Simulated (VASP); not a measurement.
# WC (P-6m2) in VASP: notebook, part 2 of 3

VASP 6.6.1.

### Step 3. Single point, PBEsol (strain along c alone, the other axes held: +1.5 %)

INCAR

```
SYSTEM = WC
PREC = Accurate
ENCUT = 520
EDIFF = 1E-6
ISMEAR = 0
SIGMA = 0.1
LREAL = .FALSE.
LASPH = .TRUE.
NELM = 100
ALGO = Normal
ISIF = 2
LWAVE = .FALSE.
LCHARG = .FALSE.
GGA = PS
NBANDS = 16
```

KPOINTS

```
Automatic mesh
0
G
  24 24 18
  0 0 0
```

POSCAR

```
WC
1.0
    2.8984787829      0.0000000000      0.0000000000
   -1.4492393914      2.5101562583      0.0000000000
    0.0000000000      0.0000000000      2.8701732080
W C
1 1
Direct
    0.0000000000      0.0000000000      0.0000000000
    0.6666666667      0.3333333333      0.5000000000
```

Potentials or basis: VASP PAW PBE potentials, release 64 (W_sv, C).

Launch:

```sh
cat potpaw_PBE.64/W_sv/POTCAR potpaw_PBE.64/C/POTCAR > POTCAR
mpirun -np 1 vasp_std > vasp.out
```

OUTCAR:

```text
SYSTEM = WC
   PREC = Accurate
   ENCUT = 520
   EDIFF = 1E-6
   ISMEAR = 0
   LREAL = .FALSE.
   LASPH = .TRUE.
   NELM = 100
   ISIF = 2
   GGA = PS

 ion  position               nearest neighbor table
   1  0.000  0.000  0.000-   2 2.20   2 2.20   2 2.20   2 2.20   2 2.20   2 2.20
   2  0.667  0.333  0.500-   1 2.20   1 2.20   1 2.20   1 2.20   1 2.20   1 2.20

  LATTYP: Found a hexagonal cell.
 ALAT       =     2.8984787829
 C/A-ratio  =     0.9902343343

  Lattice vectors:

 A1 = (   2.8984787829,   0.0000000000,   0.0000000000)
 A2 = (  -1.4492393914,   2.5101562583,   0.0000000000)
 A3 = (   0.0000000000,   0.0000000000,   2.8701732080)

Analysis of symmetry for initial positions (statically):
=====================================================================
 Subroutine PRICEL returns:
 Original cell was already a primitive cell.

 Routine SETGRP: Setting up the symmetry group for a
 hexagonal supercell.

 Subroutine GETGRP returns: Found 12 space group operations
 (whereof 12 operations were pure point group operations)
 out of a pool of 24 trial point group operations.

The static configuration has the point symmetry D_3h.

Analysis of symmetry for dynamics (positions and initial velocities):
=====================================================================
 Subroutine PRICEL returns:
 Original cell was already a primitive cell.

 Routine SETGRP: Setting up the symmetry group for a
 hexagonal supercell.

 Subroutine GETGRP returns: Found 12 space group operations
 (whereof 12 operations were pure point group operations)
 out of a pool of 24 trial point group operations.

The dynamic configuration has the point symmetry D_3h.

 Subroutine INISYM returns: Found 12 space group operations
 (whereof 12 operations are pure point group operations),
 and found     1 'primitive' translations

----------------------------------------------------------------------------------------

                                     Primitive cell

  volume of cell :      20.8823

  direct lattice vectors                    reciprocal lattice vectors
     2.898478783  0.000000000  0.000000000     0.345008563  0.199190787  0.000000000
    -1.449239391  2.510156258  0.000000000     0.000000000  0.398381574  0.000000000
     0.000000000  0.000000000  2.870173208     0.000000000  0.000000000  0.348411029

  length of vectors
     2.898478783  2.898478783  2.870173208     0.398381574  0.398381574  0.348411029

  position of ions in fractional coordinates (direct lattice)
     0.000000000  0.000000000  0.000000000
     0.666666667  0.333333333  0.500000000

  ion indices of the primitive-cell ions
   primitive index   ion index
                 1           1
                 2           2

----------------------------------------------------------------------------------------

 KPOINTS: Automatic mesh

Automatic generation of k-mesh.
 Grid dimensions read from file:
 generate k-points for:   24   24   18

 Generating k-lattice:

  Cartesian coordinates                     Fractional coordinates (reciprocal lattice)
     0.014375357  0.008299616  0.000000000     0.041666667 -0.000000000  0.000000000
     0.000000000  0.016599232  0.000000000     0.000000000  0.041666667  0.000000000
     0.000000000  0.000000000  0.019356168     0.000000000  0.000000000  0.055555556

  Length of vectors
     0.016599232  0.016599232  0.019356168

  Shift w.r.t. Gamma in fractional coordinates (k-lattice)
     0.000000000  0.000000000  0.000000000

 Subroutine IBZKPT returns following result:
 ===========================================

 Found    610 irreducible k-points:

 Following reciprocal coordinates:
            Coordinates               Weight
  0.000000  0.000000  0.000000      1.000000
  0.041667  0.000000  0.000000      6.000000
  0.083333 -0.000000  0.000000      6.000000
  0.125000 -0.000000  0.000000      6.000000
  0.166667  0.000000  0.000000      6.000000
  0.208333  0.000000  0.000000      6.000000
[... 16 lines left out ...]
  0.416667  0.041667  0.000000     12.000000
  0.458333  0.041667  0.000000     12.000000
 [... further k-points ...]
   k-points           NKPTS =    610   k-points in BZ     NKDIM =    610   number of bands    NBANDS=     16
   number of dos      NEDOS =    301   number of ions     NIONS =      2
   total plane-waves  NPLWV =  13824
   dimension x,y,z NGX =    24 NGY =   24 NGZ =   24
   dimension x,y,z NGXF=    48 NGYF=   48 NGZF=   48
   ions per type =               1   1
   NGX,Y,Z   is equivalent  to a cutoff of  13.77, 13.77, 13.90 a.u.
   NGXF,Y,Z  is equivalent  to a cutoff of  27.53, 27.53, 27.80 a.u.
 SYSTEM =  WC
   PREC   = accura    normal or accurate (medium, high low for compatibility)
   ISTART =      0    job   : 0-new  1-cont  2-samecut
   ICHARG =      2    charge: 1-file 2-atom 10-const
   ISPIN  =      1    spin polarized calculation?
   LNONCOLLINEAR =      F non collinear calculations
   LSORBIT =      F    spin-orbit coupling
   LASPH  =      T    aspherical Exc in radial PAW
   ENCUT  =  520.0 eV  38.22 Ry    6.18 a.u.   5.39  5.39  5.34*2*pi/ulx,y,z
   NELM   =    100;   NELMIN=  2; NELMDL= -5     # of ELM steps
   EDIFF  = 0.1E-05   stopping-criterion for ELM
   LREAL  =      F    real-space projection
   EDIFFG = 0.1E-04   stopping-criterion for IOM
   NSW    =      0    number of steps for IOM
   IBRION =     -1    ionic relax: 0-MD 1-quasi-New 2-CG
   NFREE  =      0    steps in history (QN), initial steepest desc. (CG)
   ISIF   =      2    stress and relaxation
   ISYM   =      2    0-nonsym 1-usesym 2-fastsym
   POTIM  = 0.5000    time-step for ionic-motion
   TEBEG  =    0.0;   TEEND  =   0.0 temperature during run
   PSTRESS=    0.0 pullay stress
   NELECT =      18.0000    total number of electrons
   NUPDOWN=      -1.0000    fix difference up-down
   EMIN   =  10.00;   EMAX   =-10.00  energy-range for DOS
   EFERMI =   0.00;   METHOD = LEGACY
   ISMEAR =     0;   SIGMA  =   0.10  broadening in eV -4-tet -1-fermi 0-gaus
   EFERMI_NEDOS =   21; number of points for ismear=-14 and -15
   IALGO  =     38    algorithm
   IMIX   =      4    mixing-type and parameters
     AMIX     =   0.40;   BMIX     =  1.00
     AMIX_MAG =   1.60;   BMIX_MAG =  1.00
  volume/ion in A,a.u.               =      10.44        70.46
  Fermi-wavevector in a.u.,A,eV,Ry     =   1.558019  2.944228 33.027086  2.427422
  Thomas-Fermi vector in A             =   2.661584
   LORBIT       =      0    0 simple, 1 ext, 2 COOP (PROOUT), +10 PAW based schemes
   GGA     = PS    functional components
   LHFCALC =     F    Hartree Fock is set to
   AEXX    =    0.0000 exact exchange contribution
   IVDW    =     0    specifies the selected vdW correction
   LEPSILON=     F    determine dielectric tensor
   LRPA    =     F    only Hartree local field effects (RPA)
 non-spin polarized calculation
 Gauss-broadening in eV      SIGMA  =   0.10
  energy-cutoff  :      520.00
  volume of cell :       20.88
 maximum number of plane-waves:       581
 NGX is ok and might be reduce to    24
   NGX = 11   NGY = 11   NGZ = 11

 number of electron      17.9999998 magnetization

 Free energy of the ion-electron system (eV)
  ---------------------------------------------------
  ext. energy  EPLUGINS =         0.00000000
  ---------------------------------------------------
  free energy    TOTEN  =       -23.88920803 eV

  energy without entropy =      -23.88782441  energy(sigma->0) =      -23.88851622

 E-fermi :  10.8215     XC(G=0): -13.8969

 val. band max:       10.8210585615   @ k =   0.3333   0.2917   0.0556
 cond. band min:      10.8368506891   @ k =   0.0000   0.0000   0.1111
 fundamental gap:      0.0157921276
 Fermi energy:        10.8214775888

 k-point     1 :       0.0000    0.0000    0.0000
  band No.  band energies     occupation
      1     -63.1109      2.00000
      2     -27.1287      2.00000
      3     -26.9755      2.00000
      4     -26.9755      2.00000
      5      -3.5304      2.00000
      6       6.5232      2.00000
[... 8 lines left out ...]
     15      24.9970      0.00000
     16      27.5956      0.00000
[... 419 lines left out ...]
 k-point    24 :       0.4583    0.0417    0.0000
  band No.  band energies     occupation
      1     -63.0504      2.00000
      2     -27.8007      2.00000
      3     -27.1795      2.00000
      4     -27.0125      2.00000
      5      -0.1196      2.00000
      6       3.8827      2.00000
[... 8 lines left out ...]
     15      23.6979      0.00000
     16      28.8834      0.00000

 [... further k-points ...]
[... 5 lines left out ...]
  --------------------------------------------------------------------------------------
  -------------------------------------------------------------------------------------
  Total       -0.2079351     -0.2079351     -1.6802420     -0.0000000      0.0000000      0.0000000
  in kB      -15.9536237    -15.9536237   -128.9149948     -0.0000000      0.0000000      0.0000000
  external PRESSURE =     -53.6074141 kB  Pullay stress =       0.0000000 kB

 VOLUME and BASIS-vectors are now :
 -----------------------------------------------------------------------------
  energy-cutoff  :      520.00
  volume of cell :       20.88
      direct lattice vectors                 reciprocal lattice vectors
     2.898478783  0.000000000  0.000000000     0.345008563  0.199190787  0.000000000
    -1.449239391  2.510156258  0.000000000     0.000000000  0.398381574  0.000000000
     0.000000000  0.000000000  2.870173208     0.000000000  0.000000000  0.348411029

 POSITION                                       TOTAL-FORCE (eV/Angst)
 -----------------------------------------------------------------------------------
      0.00000      0.00000      0.00000         0.000000     -0.000000      0.000000
      1.44924      0.83672      1.43509        -0.000000      0.000000      0.000000
 -----------------------------------------------------------------------------------
    total drift:                               -0.000000      0.000000      0.000000

  FREE ENERGIE OF THE ION-ELECTRON SYSTEM (eV)
  ---------------------------------------------------
  free  energy   TOTEN  =       -23.8892080284 eV

  energy  without entropy=      -23.8878244055  energy(sigma->0) =      -23.88851622
```

OSZICAR:

```text
N       E                     dE             d eps       ncg     rms          rms(c)
DAV:   1     0.109346097482E+03    0.10935E+03   -0.93466E+03 19584   0.125E+03
DAV:   2    -0.235206194778E+02   -0.13287E+03   -0.12834E+03 23088   0.337E+02
DAV:   3    -0.267717275705E+02   -0.32511E+01   -0.32391E+01 21680   0.500E+01
DAV:   4    -0.267890547320E+02   -0.17327E-01   -0.17326E-01 25576   0.409E+00
DAV:   5    -0.267891791470E+02   -0.12442E-03   -0.12442E-03 21664   0.331E-01    0.325E+01
DAV:   6    -0.239984498125E+02    0.27907E+01   -0.53721E+00 24184   0.250E+01    0.887E+00
DAV:   7    -0.239239460524E+02    0.74504E-01   -0.39627E-01 20888   0.483E+00    0.621E+00
DAV:   8    -0.238901410719E+02    0.33805E-01   -0.68932E-02 22224   0.217E+00    0.862E-01
DAV:   9    -0.238893868309E+02    0.75424E-03   -0.24421E-03 21520   0.407E-01    0.123E-01
DAV:  10    -0.238892073083E+02    0.17952E-03   -0.27440E-04 24712   0.198E-01    0.391E-02
DAV:  11    -0.238892080284E+02   -0.72006E-06   -0.97244E-06 21424   0.311E-02
   1 F= -.23889208E+02 E0= -.23888516E+02  d E =-.138362E-02
```

Wall time 1.7 min (1 thread of Intel Xeon Platinum 8259CL at 2.50GHz (Skylake/Cascade Lake), shared host); peak memory 0.31 GiB.

What came out:

| Quantity | Value |
| --- | --- |
| Free energy | -23.8892 eV |
| Pressure | -5.4 GPa |
| Band gap on the k mesh | zero (band 9 reaches 11.41 eV, above the bottom of band 10 at 10.24 eV) |

Stress tensor (GPa, compression positive):
```
 -1.60   0.00   0.00
  0.00  -1.60   0.00
  0.00   0.00 -12.89
```

Levels at points of the mesh, in eV from the Fermi level:
| k point | band 5 | band 6 | band 7 | band 8 | band 9 | band 10 | band 11 | band 12 | band 13 | band 14 |
| --- | --- | --- | --- | --- | --- | --- | --- | --- | --- | --- |
| (0.00, 0.00, 0.00) | -14.35 | -4.30 | -3.18 | -3.18 | 0.00 | 3.19 | 3.19 | 5.58 | 5.58 | 6.52 |
| (0.50, 0.00, 0.00) | -10.95 | -6.96 | -3.73 | -3.54 | -0.32 | 2.27 | 4.61 | 5.04 | 6.77 | 9.51 |
| (0.00, 0.00, 0.50) | -10.39 | -8.64 | -1.83 | -1.83 | -0.58 | -0.58 | 3.42 | 4.61 | 4.61 | 9.90 |
| (0.50, 0.00, 0.50) | -11.17 | -6.41 | -4.18 | -4.16 | 0.27 | 4.51 | 5.19 | 6.62 | 9.17 | 10.00 |

Caveat: the cell differs from its parent crystal (strain along c alone, the other axes held: +1.5 %); the PAW data sets were made with another functional, which shifts forces and pressure a little; spin-orbit coupling is left out, which moves the levels of the heavy elements.

### Step 4. Single point, PBEsol (strain along c alone, the other axes held: +3.0 %)

INCAR

```
SYSTEM = WC
  PREC = Accurate
  ENCUT = 520
  EDIFF = 1E-7
  ISMEAR = 0
  SIGMA = 0.1
  LREAL = .False.
  LASPH = .True.
  NELM = 60
  ALGO = Normal
  ISIF = 2
  LWAVE = .False.
  LCHARG = .True.
  GGA = PS
  LELF = .True.
  LVHAR = .True.
  NBANDS = 16
```

KPOINTS

```
regular mesh
0
Gamma
  24 24 18
  0 0 0
```

Changes to POSCAR since step 3:

```diff
@@ -4,3 +4,3 @@
    -1.4492393914      2.5101562583      0.0000000000
-    0.0000000000      0.0000000000      2.8701732080
+    0.0000000000      0.0000000000      2.9125895608
 W C
```

Launch:

```sh
cat potpaw_PBE.64/W_sv/POTCAR potpaw_PBE.64/C/POTCAR > POTCAR
mpirun -np 1 vasp_std > vasp.out
```

Wall time 1.7 min (1 thread of Intel Xeon Platinum 8259CL at 2.50GHz (Skylake/Cascade Lake), shared host); peak memory 0.31 GiB.

Results (log left out):

```
Free energy            : -23.8520 eV
Pressure               : -11.2 GPa
Band gap on the k mesh : zero (band 9 reaches 11.16 eV, above the bottom of band 10 at 10.04 eV)
```

Stress tensor (GPa, compression positive):
```
 -3.92   0.00   0.00
  0.00  -3.92   0.00
  0.00   0.00 -25.77
```

Levels at points of the mesh, in eV from the Fermi level:
```csv
k point,band 6,band 7,band 8,band 9,band 10,band 11,band 12,band 13
"(0.00, 0.00, 0.00)",-4.24,-3.01,-3.01,-0.14,3.11,3.11,5.45,5.45
"(0.50, 0.00, 0.00)",-6.86,-3.80,-3.47,-0.21,2.18,4.62,5.09,6.62
"(0.00, 0.00, 0.50)",-8.56,-1.64,-1.64,-0.57,-0.57,3.10,4.64,4.64
"(0.50, 0.00, 0.50)",-6.32,-4.18,-3.97,0.22,4.51,4.97,6.48,9.01
```

Caveat: the cell differs from its parent crystal (strain along c alone, the other axes held: +3.0 %); the PAW data sets were made with another functional, which shifts forces and pressure a little; spin-orbit coupling is left out, which moves the levels of the heavy elements.

[end of part 2 of 3]
